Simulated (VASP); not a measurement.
# Mg (I4/mmm) in VASP: settings compared, part 2 of 2

VASP 6.6.1. The steps go on from the part before.

### Step 6. Single point, PBEsol

This run uses another cell than the first one, of 22.64 Å³/atom, 1.112 times its volume.

File INCAR:

```
SYSTEM = Mg
  ALGO = Normal
  EDIFF = 1E-6
  ENCUT = 600
  GGA = PS
  GGA_COMPAT = .FALSE.
  ISIF = 2
  ISMEAR = 0
  LASPH = .TRUE.
  LCHARG = .FALSE.
  LREAL = .FALSE.
  LWAVE = .FALSE.
  NBANDS = 7
  NELM = 120
  PREC = Accurate
  SIGMA = 0.1
```

File KPOINTS:

```
k-points
0
G
  10 10 10
  0 0 0
```

File POSCAR:

```
Mg
1.0
   -1.8359916300      1.8359916300      1.6794040200
    1.8359916300     -1.8359916300      1.6794040200
    1.8359916300      1.8359916300     -1.6794040200
Mg
1
Direct
    0.0000000000      0.0000000000      0.0000000000
```

Potentials or basis: VASP PAW PBE potentials, release 64 (Mg).

Command:

```bash
cat potpaw_PBE.64/Mg/POTCAR > POTCAR
mpirun -np 1 vasp_std > vasp.out
```

OUTCAR:

```text
SYSTEM = Mg
   EDIFF = 1E-6
   ENCUT = 600
   GGA = PS
   ISIF = 2
   ISMEAR = 0
   LASPH = .TRUE.
   LREAL = .FALSE.
   NELM = 120
   PREC = Accurate

 ion  position               nearest neighbor table
   1  0.000  0.000  0.000-

  LATTYP: Found a body centered tetragonal cell.
 ALAT       =     3.6719832600
 C/A-ratio  =     0.9147122419

  Lattice vectors:

 A1 = (  -1.8359916300,   1.8359916300,   1.6794040200)
 A2 = (   1.8359916300,  -1.8359916300,   1.6794040200)
 A3 = (   1.8359916300,   1.8359916300,  -1.6794040200)

Analysis of symmetry for initial positions (statically):
=====================================================================
 Subroutine PRICEL returns:
 Original cell was already a primitive cell.

 Routine SETGRP: Setting up the symmetry group for a
 body centered tetragonal supercell.

 Subroutine GETGRP returns: Found 16 space group operations
 (whereof 16 operations were pure point group operations)
 out of a pool of 16 trial point group operations.

The static configuration has the point symmetry D_4h.

Analysis of symmetry for dynamics (positions and initial velocities):
=====================================================================
 Subroutine PRICEL returns:
 Original cell was already a primitive cell.

 Routine SETGRP: Setting up the symmetry group for a
 body centered tetragonal supercell.

 Subroutine GETGRP returns: Found 16 space group operations
 (whereof 16 operations were pure point group operations)
 out of a pool of 16 trial point group operations.

The dynamic configuration has the point symmetry D_4h.

 Subroutine INISYM returns: Found 16 space group operations
 (whereof 16 operations are pure point group operations),
 and found     1 'primitive' translations

----------------------------------------------------------------------------------------

[... 109 lines left out ...]
     AMIX     =   0.40;   BMIX     =  1.00
     AMIX_MAG =   1.60;   BMIX_MAG =  1.00
  volume/ion in A,a.u.               =      22.64       152.81
  Fermi-wavevector in a.u.,A,eV,Ry     =   0.729065  1.377732  7.231974  0.531535
  Thomas-Fermi vector in A             =   1.820694
   LORBIT       =      0    0 simple, 1 ext, 2 COOP (PROOUT), +10 PAW based schemes
   GGA     = PS    functional components
   LHFCALC =     F    Hartree Fock is set to
   AEXX    =    0.0000 exact exchange contribution
   IVDW    =     0    specifies the selected vdW correction
   LEPSILON=     F    determine dielectric tensor
   LRPA    =     F    only Hartree local field effects (RPA)
 non-spin polarized calculation
 Gauss-broadening in eV      SIGMA  =   0.10
  energy-cutoff  :      600.00
  volume of cell :       22.64
 maximum number of plane-waves:       782
 NGX is ok and might be reduce to    28

 number of electron       2.0000000 magnetization

 Free energy of the ion-electron system (eV)
  ---------------------------------------------------
  ext. energy  EPLUGINS =         0.00000000
  ---------------------------------------------------
  free energy    TOTEN  =        -1.69809661 eV

  energy without entropy =       -1.69578847  energy(sigma->0) =       -1.69694254

 E-fermi :   2.7342     XC(G=0):  -8.5787

 val. band max:        2.7115564338   @ k =   0.4000   0.2000  -0.0000
 cond. band min:       2.7675094466   @ k =   0.5000   0.5000   0.3000
 fundamental gap:      0.0559530128
 Fermi energy:         2.7342476528

 k-point     1 :       0.0000    0.0000    0.0000
  band No.  band energies     occupation
      1      -4.3221      2.00000
      2      14.6249      0.00000
      3      16.4769      0.00000
      4      16.4769      0.00000
      5      16.8177      0.00000
      6      17.0417      0.00000
      7      17.0417      0.00000
[... 221 lines left out ...]
 k-point    24 :       0.4000    0.3000   -0.0000
  band No.  band energies     occupation
      1       1.6922      2.00000
      2       3.6923      0.00000
      3       5.0047      0.00000
      4      11.0592      0.00000
      5      16.3175      0.00000
      6      18.1814      0.00000
      7      19.5909      0.00000

 [... further k-points ...]

------------------------ aborting loop because EDIFF is reached ----------------------------------------

  FORCE on cell =-STRESS in cart. coord.  units (eV):
  Direction    XX          YY          ZZ          XY          YZ          ZX
  --------------------------------------------------------------------------------------
  -------------------------------------------------------------------------------------
  Total       -0.0798568     -0.0798568      0.1103882      0.0000000     -0.0000000      0.0000000
  in kB       -5.6502256     -5.6502256      7.8104605      0.0000000     -0.0000000      0.0000000
  external PRESSURE =      -1.1633302 kB  Pullay stress =       0.0000000 kB

 VOLUME and BASIS-vectors are now :
 -----------------------------------------------------------------------------
  energy-cutoff  :      600.00
  volume of cell :       22.64
      direct lattice vectors                 reciprocal lattice vectors
    -1.835991630  1.835991630  1.679404020     0.000000000  0.272332396  0.297724665
     1.835991630 -1.835991630  1.679404020     0.272332396  0.000000000  0.297724665
     1.835991630  1.835991630 -1.679404020     0.272332396  0.272332396  0.000000000

 POSITION                                       TOTAL-FORCE (eV/Angst)
 -----------------------------------------------------------------------------------
      0.00000      0.00000      0.00000         0.000000     -0.000000      0.000000
 -----------------------------------------------------------------------------------
    total drift:                               -0.000000     -0.000000     -0.000000

  FREE ENERGIE OF THE ION-ELECTRON SYSTEM (eV)
  ---------------------------------------------------
  free  energy   TOTEN  =        -1.6980966105 eV

  energy  without entropy=       -1.6957884702  energy(sigma->0) =       -1.69694254
```

It took 7.3 s on 1 thread of Intel Xeon 6975P-C (Granite Rapids), shared host; peak memory 0.16 GiB.

Results:

```yaml
Free_energy: -1.6981 eV
Pressure: -0.1 GPa
Band_gap_on_the_k_mesh: zero (band 1 reaches 5.90 eV, above the bottom of band 2 at 1.36 eV)
```

Levels at points of the mesh, in eV from the Fermi level:
| k point | band 1 | band 2 | band 3 | band 4 |
| --- | --- | --- | --- | --- |
| (0.00, 0.00, 0.00) | -7.06 | 11.89 | 13.74 | 13.74 |
| (0.50, 0.00, 0.00) | -1.41 | -0.72 | 8.14 | 8.93 |
| (0.50, 0.50, 0.00) | -1.81 | -1.38 | 9.75 | 10.47 |
| (0.50, 0.50, 0.50) | 3.16 | 3.16 | 3.53 | 4.11 |

Caveat: the PAW data sets were made with another functional, which shifts forces and pressure a little.

### Step 7. Summary

```tsv
level	potentials or basis	cell	smearing	gap on the mesh (eV)	pressure (GPa)
PBE	VASP PAW PBE potentials, release 64 (Mg)	a = 2.984 Å, angles 107.2, 107.2, 114.2°, 1 atom	gaussian 0.1 eV	none	5.4
PBE	VASP PAW PBE potentials, release 64 (Mg)	a = 3.042 Å, angles 107.2, 107.2, 114.2°, 1 atom	gaussian 0.1 eV	none	2.5
LDA	VASP PAW LDA potentials, release 64 (Mg)	a = 3.092 Å, angles 107.2, 107.2, 114.2°, 1 atom	tetrahedron	none	-2.3
LDA	VASP PAW LDA potentials, release 64 (Mg)	a = 3.092 Å, angles 107.2, 107.2, 114.2°, 1 atom	gaussian 0.1 eV	none	-1.8
PBEsol	VASP PAW PBE potentials, release 64 (Mg)	a = 3.092 Å, angles 107.2, 107.2, 114.2°, 1 atom	gaussian 0.1 eV	none	-0.1
```

Alike in all rows: task single point; no spin polarisation; k mesh 10 × 10 × 10; cutoff (eV) 600.

Caveats: the PAW data sets were made with another functional, which shifts forces and pressure a little (some runs).

Total energies depend on the potentials used, so only differences within one code and one set of settings carry meaning.
